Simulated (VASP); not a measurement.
# RuAu12 in VASP: single point with PBE

Aim: the single point of RuAu12 with PBE.

All numbers are computed with VASP 6.6.1; they aren't measurements. Logs are shortened: lines on timing, memory, paths and dates and some standing lists are left out, and cuts for length are marked.

### Step 1. The cell of the first run

The cell holds a slab with vacuum, 13 atoms: a = 5.770 Å, b = 5.770 Å, c = 16.711 Å, α = 90.00°, β = 90.00°, γ = 60.00°.

### Step 2. Single point, PBE

INCAR

```
  ALGO = Normal
  EDIFF = 1E-6
  ENCUT = 520
  GGA = PE
  ISIF = 2
  ISMEAR = 0
  LASPH = True
  LCHARG = False
  LREAL = False
  LWAVE = False
  NBANDS = 85
  NELM = 60
  PREC = Accurate
  SIGMA = 0.15
```

KPOINTS

```
k-points
0
Gamma
  3 3 1
```

POSCAR

```
RuAu12
1.0
    5.7699910000      0.0000000000      0.0000000000
    2.8849960000      4.9969590000      0.0000000000
    0.0000000000      0.0000000000     16.7111780000
Au Ru
12 1
Direct
    0.1666667000      0.1666667000      0.0598402000
    0.6666667000      0.1666667000      0.0598402000
    0.1666667000      0.6666667000      0.0598402000
    0.6666667000      0.6666667000      0.0598402000
   -0.1234260191      0.2821597902      0.2222945064
    0.3682269641      0.2822987891      0.2306272254
   -0.1296244852      0.7851822139      0.2313359387
    0.3686543696      0.7886683435      0.2319502237
   -0.1566703688      0.0374323284      0.4835569694
    0.3363728478      0.0438628315      0.4882237105
   -0.1555808502      0.5443074658      0.4833684214
    0.5710217838      0.4288596719      0.3598326754
    0.3260203236      0.5492972956      0.4923093147
```

Potentials or basis: VASP PAW PBE potentials, release 64 (Au, Ru_pv).

On the command line:

```bash
$ cat potpaw_PBE.64/Au/POTCAR potpaw_PBE.64/Ru_pv/POTCAR > POTCAR
$ mpirun -np 1 vasp_std > vasp.out
```

OUTCAR:

```text
EDIFF = 1E-6
   ENCUT = 520
   GGA = PE
   ISIF = 2
   ISMEAR = 0
   LASPH = True
   LREAL = False
   NELM = 60
   PREC = Accurate

 ion  position               nearest neighbor table
   1  0.167  0.167  0.060-   4 2.88   4 2.88   2 2.88   2 2.88   3 2.88   3 2.88   5 3.08   6 3.27
                             8 3.44
   2  0.667  0.167  0.060-   3 2.88   3 2.88   1 2.88   1 2.88   4 2.88   4 2.88   5 3.18   6 3.23
                             7 3.44
   3  0.167  0.667  0.060-   2 2.88   2 2.88   4 2.88   4 2.88   1 2.88   1 2.88   7 3.23   8 3.31
                             6 3.44
   4  0.667  0.667  0.060-   1 2.88   1 2.88   3 2.88   3 2.88   2 2.88   2 2.88   8 3.24   7 3.30
                             5 3.33
   5  0.877  0.282  0.222-  12 2.76   6 2.84   8 2.85   7 2.89   7 2.89   8 2.93   6 2.94   1 3.08
                             2 3.18   4 3.33
   6  0.368  0.282  0.231-  12 2.78   5 2.84   8 2.85   7 2.88   7 2.89   8 2.92   5 2.94   2 3.23
                             1 3.27   3 3.44
   7  0.870  0.785  0.231-   6 2.88   8 2.88   8 2.89   6 2.89   5 2.89   5 2.89   3 3.23   4 3.30
                             2 3.44
   8  0.369  0.789  0.232-  12 2.80   6 2.85   5 2.85   7 2.88   7 2.89   6 2.92   5 2.93   4 3.24
                             3 3.31   1 3.44
   9  0.843  0.037  0.484-  13 2.80  11 2.84  10 2.86  12 2.88  10 2.91  11 2.93  13 2.97
  10  0.336  0.044  0.488-  11 2.86   9 2.86  13 2.88  13 2.89   9 2.91  11 2.91
  11  0.844  0.544  0.483-  13 2.80   9 2.84  10 2.86  12 2.87  10 2.91   9 2.93  13 2.98
  12  0.571  0.429  0.360-  13 2.53   5 2.76   6 2.78   8 2.80  11 2.87   9 2.88
  13  0.326  0.549  0.492-  12 2.53  11 2.80   9 2.80  10 2.88  10 2.89   9 2.97  11 2.98

  LATTYP: Found a hexagonal cell.
 ALAT       =     5.7699914357
 C/A-ratio  =     2.8962223231

  Lattice vectors:

 A1 = (  -2.8849960000,  -4.9969590000,   0.0000000000)
 A2 = (   5.7699910000,   0.0000000000,   0.0000000000)
 A3 = (   0.0000000000,   0.0000000000,  16.7111780000)

Analysis of symmetry for initial positions (statically):
=====================================================================
 Subroutine PRICEL returns:
 Original cell was already a primitive cell.

 Routine SETGRP: Setting up the symmetry group for a
 hexagonal supercell.

 Subroutine GETGRP returns: Found  1 space group operations
 (whereof  1 operations were pure point group operations)
 out of a pool of 24 trial point group operations.

The static configuration has the point symmetry C_1 .

Analysis of symmetry for dynamics (positions and initial velocities):
=====================================================================
 Subroutine PRICEL returns:
 Original cell was already a primitive cell.

 Routine SETGRP: Setting up the symmetry group for a
 hexagonal supercell.

 Subroutine GETGRP returns: Found  1 space group operations
 (whereof  1 operations were pure point group operations)
 out of a pool of 24 trial point group operations.

The dynamic configuration has the point symmetry C_1 .

 Subroutine INISYM returns: Found  1 space group operations
 (whereof  1 operations are pure point group operations),
 and found     1 'primitive' translations

----------------------------------------------------------------------------------------

                                     Primitive cell

  volume of cell :     481.8235

  direct lattice vectors                    reciprocal lattice vectors
     5.769991000  0.000000000  0.000000000     0.173310496 -0.100060874  0.000000000
     2.884996000  4.996959000  0.000000000     0.000000000  0.200121714  0.000000000
     0.000000000  0.000000000 16.711178000     0.000000000  0.000000000  0.059840186

  length of vectors
     5.769991000  5.769991436 16.711178000     0.200121729  0.200121714  0.059840186

  position of ions in fractional coordinates (direct lattice)
     0.166666700  0.166666700  0.059840200
     0.666666700  0.166666700  0.059840200
     0.166666700  0.666666700  0.059840200
     0.666666700  0.666666700  0.059840200
     0.876573981  0.282159790  0.222294506
     0.368226964  0.282298789  0.230627225
     0.870375515  0.785182214  0.231335939
     0.368654370  0.788668343  0.231950224
     0.843329631  0.037432328  0.483556969
     0.336372848  0.043862832  0.488223711
     0.844419150  0.544307466  0.483368421
     0.571021784  0.428859672  0.359832675
     0.326020324  0.549297296  0.492309315

  ion indices of the primitive-cell ions
   primitive index   ion index
                 1           1
                 2           2
                 3           3
                 4           4
                 5           5
                 6           6
                 7           7
                 8           8
                 9           9
                10          10
                11          11
                12          12
                13          13

----------------------------------------------------------------------------------------

 KPOINTS: k-points

Automatic generation of k-mesh.
 Grid dimensions read from file:
 generate k-points for:    3    3    1

 Generating k-lattice:

  Cartesian coordinates                     Fractional coordinates (reciprocal lattice)
     0.057770165 -0.033353625  0.000000000     0.333333333  0.000000000  0.000000000
     0.000000000  0.066707238  0.000000000     0.000000000  0.333333333  0.000000000
     0.000000000  0.000000000  0.059840186     0.000000000  0.000000000  1.000000000

  Length of vectors
     0.066707243  0.066707238  0.059840186

  Shift w.r.t. Gamma in fractional coordinates (k-lattice)
     0.000000000  0.000000000  0.000000000

 Subroutine IBZKPT returns following result:
 ===========================================

 Found      5 irreducible k-points:

 Following reciprocal coordinates:
            Coordinates               Weight
  0.000000  0.000000  0.000000      1.000000
  0.333333 -0.000000  0.000000      2.000000
  0.333333  0.333333  0.000000      2.000000
  0.000000  0.333333  0.000000      2.000000
 -0.333333  0.333333  0.000000      2.000000
   k-points           NKPTS =      5   k-points in BZ     NKDIM =      5   number of bands    NBANDS=     85
   number of dos      NEDOS =    301   number of ions     NIONS =     13
   total plane-waves  NPLWV = 290304
   dimension x,y,z NGX =    48 NGY =   48 NGZ =  126
   dimension x,y,z NGXF=    96 NGYF=   96 NGZF=  252
   ions per type =              12   1
   NGX,Y,Z   is equivalent  to a cutoff of  13.83, 13.83, 12.53 a.u.
   NGXF,Y,Z  is equivalent  to a cutoff of  27.66, 27.66, 25.07 a.u.
 SYSTEM =  unknown system
   PREC   = accura    normal or accurate (medium, high low for compatibility)
   ISTART =      0    job   : 0-new  1-cont  2-samecut
   ICHARG =      2    charge: 1-file 2-atom 10-const
   ISPIN  =      1    spin polarized calculation?
   LNONCOLLINEAR =      F non collinear calculations
   LSORBIT =      F    spin-orbit coupling
   LASPH  =      T    aspherical Exc in radial PAW
   ENCUT  =  520.0 eV  38.22 Ry    6.18 a.u.  10.73 10.73 31.07*2*pi/ulx,y,z
   NELM   =     60;   NELMIN=  2; NELMDL= -5     # of ELM steps
   EDIFF  = 0.1E-05   stopping-criterion for ELM
   LREAL  =      F    real-space projection
[... 7 lines left out ...]
   TEBEG  =    0.0;   TEEND  =   0.0 temperature during run
   PSTRESS=    0.0 pullay stress
   NELECT =     146.0000    total number of electrons
   NUPDOWN=      -1.0000    fix difference up-down
   EMIN   =  10.00;   EMAX   =-10.00  energy-range for DOS
   EFERMI =   0.00;   METHOD = LEGACY
   ISMEAR =     0;   SIGMA  =   0.15  broadening in eV -4-tet -1-fermi 0-gaus
   EFERMI_NEDOS =   21; number of points for ismear=-14 and -15
   IALGO  =     38    algorithm
   IMIX   =      4    mixing-type and parameters
     AMIX     =   0.40;   BMIX     =  1.00
     AMIX_MAG =   1.60;   BMIX_MAG =  1.00
  volume/ion in A,a.u.               =      37.06       250.12
  Fermi-wavevector in a.u.,A,eV,Ry     =   1.099587  2.077919 16.450704  1.209093
  Thomas-Fermi vector in A             =   2.235985
   LORBIT       =      0    0 simple, 1 ext, 2 COOP (PROOUT), +10 PAW based schemes
   GGA     = PE    functional components
   LHFCALC =     F    Hartree Fock is set to
   AEXX    =    0.0000 exact exchange contribution
   IVDW    =     0    specifies the selected vdW correction
   LEPSILON=     F    determine dielectric tensor
   LRPA    =     F    only Hartree local field effects (RPA)
 non-spin polarized calculation
 Gauss-broadening in eV      SIGMA  =   0.15
  energy-cutoff  :      520.00
  volume of cell :      481.82
 maximum number of plane-waves:     13047
 NGX is ok and might be reduce to    48
   NGX = 21   NGY = 21   NGZ = 63

 number of electron     146.0000016 magnetization

 Free energy of the ion-electron system (eV)
  ---------------------------------------------------
  ext. energy  EPLUGINS =         0.00000000
  ---------------------------------------------------
  free energy    TOTEN  =       -42.04605532 eV

  energy without entropy =      -41.85559791  energy(sigma->0) =      -41.95082661

 E-fermi :   1.2062     XC(G=0):  -7.3238

 val. band max:        1.2035767642   @ k =   0.0000   0.3333   0.0000
 cond. band min:       1.2133606074   @ k =   0.3333   0.3333   0.0000
 fundamental gap:      0.0097838432
 Fermi energy:         1.2061732734

 k-point     1 :       0.0000    0.0000    0.0000
  band No.  band energies     occupation
      1     -40.7488      2.00000
      2     -40.5597      2.00000
      3     -40.5148      2.00000
      4      -6.5209      2.00000
      5      -5.6005      2.00000
      6      -5.1445      2.00000
[... 429 lines left out ...]
     84       6.0911      0.00000
     85       6.2230      0.00000

------------------------ aborting loop because EDIFF is reached ----------------------------------------

  FORCE on cell =-STRESS in cart. coord.  units (eV):
  Direction    XX          YY          ZZ          XY          YZ          ZX
  --------------------------------------------------------------------------------------
  -------------------------------------------------------------------------------------
  Total      -22.8601624    -23.0316195     -0.2457855     -0.1079919      0.0527859     -0.0376884
  in kB      -76.0154562    -76.5855917     -0.8172951     -0.3590986      0.1755256     -0.1253227
  external PRESSURE =     -51.1394477 kB  Pullay stress =       0.0000000 kB

 VOLUME and BASIS-vectors are now :
 -----------------------------------------------------------------------------
  energy-cutoff  :      520.00
  volume of cell :      481.82
      direct lattice vectors                 reciprocal lattice vectors
     5.769991000  0.000000000  0.000000000     0.173310496 -0.100060874  0.000000000
     2.884996000  4.996959000  0.000000000     0.000000000  0.200121714  0.000000000
     0.000000000  0.000000000 16.711178000     0.000000000  0.000000000  0.059840186

 POSITION                                       TOTAL-FORCE (eV/Angst)
 -----------------------------------------------------------------------------------
      1.44250      0.83283      1.00000         0.025326     -0.014403      0.085586
      4.32749      0.83283      1.00000        -0.018926     -0.029865     -0.036725
      2.88500      3.33131      1.00000        -0.008476      0.010873     -0.021985
      5.76999      3.33131      1.00000         0.012010      0.023650     -0.013392
      5.87185      1.40994      3.71480        -0.005423      0.002887     -0.002965
      2.93910      1.41064      3.85405         0.000602      0.002447      0.000595
      7.28731      3.92352      3.86590        -0.002886      0.002179     -0.003924
      4.40244      3.94094      3.87616        -0.000736     -0.005878      0.001751
      4.97400      0.18705      8.08081        -0.000597      0.003346     -0.002230
      2.06741      0.21918      8.15879         0.001232      0.001454      0.000689
      6.44262      2.71988      8.07766        -0.005499     -0.002881      0.001050
      4.53205      2.14299      6.01323         0.001389      0.004676     -0.000481
      3.46585      2.74482      8.22707         0.001984      0.001518     -0.007971
 -----------------------------------------------------------------------------------
    total drift:                               -0.000263     -0.000029     -0.000373

  FREE ENERGIE OF THE ION-ELECTRON SYSTEM (eV)
  ---------------------------------------------------
  free  energy   TOTEN  =       -42.0460553162 eV

  energy  without entropy=      -41.8555979078  energy(sigma->0) =      -41.95082661
```

It took 14 min on 1 thread of Intel Xeon 8259CL, shared host; peak memory 0.68 GiB.

What came out:

| Item | Value |
| --- | --- |
| Free energy | -42.0461 eV |
| Largest force | 0.090 eV/Å |
| Band gap on the k mesh | zero (bands 73 and 74 overlap by 1.14 eV) |

Forces in eV/Å, atoms in the order of the input:
```
Au   0.025 -0.014  0.086
Au  -0.019 -0.030 -0.037
Au  -0.008  0.011 -0.022
Au   0.012  0.024 -0.013
Au  -0.005  0.003 -0.003
Au   0.001  0.002  0.001
Au  -0.003  0.002 -0.004
Au  -0.001 -0.006  0.002
Au  -0.001  0.003 -0.002
Au   0.001  0.001  0.001
Au  -0.005 -0.003  0.001
Au   0.001  0.005  0.000
Ru   0.002  0.002 -0.008
```

Caveat: the k points lie up to 0.42 Å⁻¹ apart, too coarse for converged energies and pressures of a metal; there is no dipole correction, which matters where the two faces differ; spin-orbit coupling is left out, which moves the levels of the heavy elements.
